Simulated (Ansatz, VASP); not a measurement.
# InSbO2 in VASP and in Ansatz

```
In Sb O
1.0
     3.30436    0.00000    0.00000
     0.00000    3.50308    0.00000
     0.00000    0.00000    6.13297
In Sb O
1 1 2
Cartesian
  0.0000 0.0000 0.0000
  1.6522 1.7515 3.0665
  1.6522 0.0000 4.6243
  1.6522 0.0000 1.5087
```

Change from the starting cell: species swapped into the CuPdO2 type (Pmmm, No. 47).

Alike in both runs: functional PBE; k mesh 14 × 14 × 8; occupations gaussian, width 0.1 eV; no spin polarisation.

Ansatz relaxed the structure, and its values are those at the end. VASP's run is a single point on that final structure, the one shown.

|  | VASP | Ansatz |
| --- | --- | --- |
| version | VASP 6.6.1 | Ansatz 0.2.0 |
| potentials or method | VASP PAW PBE potentials, release 64 (In_d, Sb, O), cutoff 520 eV | scalar-relativistic, plane waves, PAW |
| valence electrons in the cell | 30 | 40 |

```csv
,VASP,Ansatz,Ansatz less VASP
gap on the k mesh at the Fermi level (eV),none,none,-
pressure (GPa),-0.4,0.0,+0.37
rms of the force components (eV/Å),0.029,0.000,-0.0284
```

A gap of «none» marks a metal or a gap that the smearing closes. With one functional, cell and mesh, what is left measures potentials, basis and numerics. VASP's potentials hold 30 valence electrons a cell and Ansatz's 40, so a difference there can come from the potentials and not from the codes.

Spin-orbit coupling is off throughout.
